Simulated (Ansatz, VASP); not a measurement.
# Ti in VASP and in Ansatz

INCAR

```
SYSTEM = Ti
PREC = Accurate
ENCUT = 520
EDIFF = 1E-6
ISMEAR = -1
SIGMA = 0.08
LREAL = .False.
LASPH = .True.
NELM = 60
ALGO = Normal
ISIF = 2
LWAVE = .False.
LCHARG = .False.
GGA = PS
NBANDS = 19
```

KPOINTS

```
regular mesh
0
Gamma
  13 13 7
  0 0 0
```

POSCAR

```
Ti
1.0
    2.9204978818      0.0000000000      0.0000000000
   -1.4602489409      2.5292253573      0.0000000000
    0.0000000000      0.0000000000      4.6860000000
Ti
2
Direct
    0.3333333333      0.6666666667      0.2500000000
    0.6666666667      0.3333333333      0.7500000000
```

Input for Ansatz:

```yaml
crystal:
  lattice:
    - [2.9204978818, 0.0, 0.0]
    - [-1.4602489409, 2.5292253573, 0.0]
    - [0.0, 0.0, 4.686]
  atoms:
    - { symbol: Ti, position: [0.3333333333, 0.6666666667, 0.25] }
    - { symbol: Ti, position: [0.6666666667, 0.3333333333, 0.75] }
kpoints:
  mp_grid: { grid: [13, 13, 7] }
  band_path:
    path:
      - [0.0, 0.0, 0.0]
      - [0.5, 0.0, 0.0]
      - [0.3333333333, 0.3333333333, 0.0]
      - [0.0, 0.0, 0.0]
      - [0.0, 0.0, 0.5]
      - [0.5, 0.0, 0.5]
      - [0.3333333333, 0.3333333333, 0.5]
      - [0.0, 0.0, 0.5]
      - [0.5, 0.0, 0.5]
    npoints: 5
scf:
  occupations: { method: fermi_dirac, width: 0.08 }
hamiltonian:
  xc: pbesol
  pseudopotentials: { kind: all_electron, lapw: { basis_error: 0.0005 } }
output:
  forces: true
  stress: true
  eigenvalues: true
```

Change from the starting cell: equal xx and yy strain of -1 %.

Alike in both runs: task single point; functional PBEsol; k mesh 13 × 13 × 7; occupations fermi-dirac, width 0.08 eV; no spin polarisation.

|  | VASP | Ansatz |
| --- | --- | --- |
| version | VASP 6.6.1 | Ansatz 0.2.0 |
| potentials or method | VASP PAW PBE potentials, release 64 (Ti_sv), cutoff 520 eV | all-electron LAPW, scalar-relativistic |

Ansatz gave:

| Quantity | Value |
| --- | --- |
| pressure (GPa) | -3.8 |
| traceless stress, the component that is largest in VASP (GPa) | -1.01 |

Problem. What did VASP give for the same quantities?

Solution. Pressure (GPa): -4.0; traceless stress, the component that is largest in VASP (GPa): -1.00.

VASP's potentials were made for PBE, not for PBEsol. Ansatz ran all-electron here, and VASP with PAW potentials.
